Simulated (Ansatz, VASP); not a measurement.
One calculation of Os, two programs

Contents of INCAR:

```
SYSTEM = Os
ALGO = Normal
EDIFF = 1E-7
ENCUT = 520
GGA = PE
ISIF = 2
ISMEAR = 0
LASPH = .TRUE.
LCHARG = .TRUE.
LELF = .TRUE.
LREAL = .FALSE.
LVHAR = .TRUE.
LWAVE = .FALSE.
NBANDS = 15
NELM = 80
PREC = Accurate
SIGMA = 0.028000000000000004
```

The input KPOINTS:

```
k-points
0
G
  11 11 6
  0 0 0
```

File POSCAR:

```
Os
1.0
    2.7341000000      0.0000000000      0.0000000000
   -1.3670500000      2.3678000565      0.0000000000
    0.0000000000      0.0000000000      4.3197000000
Os
2
Direct
    0.6666666667      0.3333333333      0.7500000000
    0.3333333333      0.6666666667      0.2500000000
```

The input input.yaml:

```yaml
crystal:
  lattice:
    - [2.7341, 0.0, 0.0]
    - [-1.36705, 2.3678000565, 0.0]
    - [0.0, 0.0, 4.3197]
  atoms:
    - { symbol: Os, position: [0.6666666667, 0.3333333333, 0.75] }
    - { symbol: Os, position: [0.3333333333, 0.6666666667, 0.25] }
kpoints:
  mp_grid: { grid: [11, 11, 6] }
scf:
  occupations: { method: gaussian, width: 0.028 }
hamiltonian:
  xc: pbe
  pseudopotentials: { kind: all_electron, lapw: { basis_error: 0.001 } }
output:
  forces: true
  stress: true
  eigenvalues: true
```

Alike in both runs: task single point; functional PBE; k mesh 11 × 11 × 6; occupations gaussian, width 0.028 eV; no spin polarisation.

```csv
,VASP,Ansatz
version,VASP 6.6.1,Ansatz 0.2.0
potentials or method,"VASP PAW PBE potentials, release 64 (Os), cutoff 520 eV","all-electron LAPW, scalar-relativistic"
```

Ansatz gave:

- gap on the k mesh at the Fermi level (eV): none
- pressure (GPa): 8.7
- traceless stress, the component that is largest in VASP (GPa): 0.25

Which values does VASP return?

gap on the k mesh at the Fermi level (eV): none; pressure (GPa): 8.8; traceless stress, the component that is largest in VASP (GPa): 0.19.

A gap of «none» marks a metal or a gap that the smearing closes. Ansatz ran all-electron here, and VASP with PAW potentials.

Neither program's run includes spin-orbit coupling.
